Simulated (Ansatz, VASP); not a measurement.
One calculation of LaTe4, two programs

```
La Te
1.0
     5.69541    0.00000    0.00000
     0.00000    5.69541    0.00000
     0.00000    0.00000    5.69541
La Te
1 4
Direct
  0.00000 0.00000 0.00000
  0.25000 0.25000 0.25000
  0.75000 0.75000 0.25000
  0.25000 0.75000 0.75000
  0.75000 0.25000 0.75000
```

Change from the starting cell: species swapped into the SnI4 type (P-43m, No. 215).

Alike in both runs: task single point; functional PBE; k mesh 4 × 4 × 4; occupations gaussian, width 0.1 eV; no spin polarisation.

|  | VASP | Ansatz |
| --- | --- | --- |
| version | VASP 6.6.1 | Ansatz 0.2.0 |
| potentials or method | VASP PAW PBE potentials, release 64 (La, Te), cutoff 520 eV | scalar-relativistic, plane waves, PAW |
| valence electrons in the cell | 35 | 75 |

|  | VASP | Ansatz | Ansatz less VASP |
| --- | --- | --- | --- |
| gap on the k mesh at the Fermi level (eV) | none | none | - |
| pressure (GPa) | 17.4 | 17.4 | -0.03 |

A gap of «none» marks a metal or a gap that the smearing closes. The functional is the same, so the differences come from potentials, cutoffs and numerics. VASP's potentials hold 35 valence electrons a cell and Ansatz's 75, so a difference there can come from the potentials and not from the codes.

Neither program's run includes spin-orbit coupling.
